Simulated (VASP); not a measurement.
Wanted: the native input for a VASP 6.6.1 run.

- Task: single point
- Functional: PBE
- Potentials or basis: VASP PAW PBE potentials, release 64 (Sn_d, O)
- Cutoff: 520 eV
- k mesh: 6 × 6 × 8
- Occupations: gaussian, width 0.02 eV
- Spin: no spin polarisation
- Dipole correction: no
- Further INCAR settings: ALGO = Normal; EDIFF = 1e-06; NBANDS = 35

The structure of SnO2 lies in POSCAR:

```
SnO2
1.0
    4.7828380859      0.0000000000      0.0000000000
    0.0000000000      4.7828380859      0.0000000000
    0.0000000000      0.0000000000      3.2257857971
Sn O
2 4
Direct
    0.5000000000      0.5000000000      0.5000000000
    0.0000000000      0.0000000000      0.0000000000
    0.1938948927      0.8061051073      0.5000000000
    0.8061051073      0.1938948927      0.5000000000
    0.3061051073      0.3061051073      0.0000000000
    0.6938948927      0.6938948927      0.0000000000
```

One way to write it, as run:

INCAR

```
SYSTEM = SnO2
PREC     = Accurate       ! precision mode
ENCUT    = 520            ! plane-wave cutoff, eV
EDIFF    = 1E-6           ! SCF threshold, eV
ISMEAR   = 0              ! smearing method
SIGMA    = 0.02           ! smearing width, eV
LREAL    = .FALSE.        ! projectors in reciprocal space
LASPH    = .TRUE.         ! aspherical terms in the spheres
NELM     = 60             ! most SCF steps
ALGO     = Normal         ! electronic algorithm
ISIF     = 2              ! what is computed and relaxed
LWAVE    = .FALSE.        ! write WAVECAR
LCHARG   = .TRUE.         ! write CHGCAR
GGA      = PE             ! functional
LELF     = .TRUE.         ! ELF
LVHAR    = .TRUE.       
NBANDS   = 35             ! bands
```

KPOINTS

```
regular mesh
0
G
  6 6 8
  0 0 0
```

Potentials or basis: VASP PAW PBE potentials, release 64 (Sn_d, O).

Launch:

```console
$ cat potpaw_PBE.64/Sn_d/POTCAR potpaw_PBE.64/O/POTCAR > POTCAR
$ mpirun -np 1 vasp_std > vasp.out
```

It gave:

```
Pressure               : 4.6 GPa
Largest force          : 0.010 eV/Å
Band gap on the k mesh : 0.89 eV
```

Caveat: the cell stands under pressure; spin-orbit coupling is left out, which moves the levels of the heavy elements.

Wall time 3.4 min on 1 thread of Intel Xeon 8259CL (shared host), peak memory 0.24 GiB.
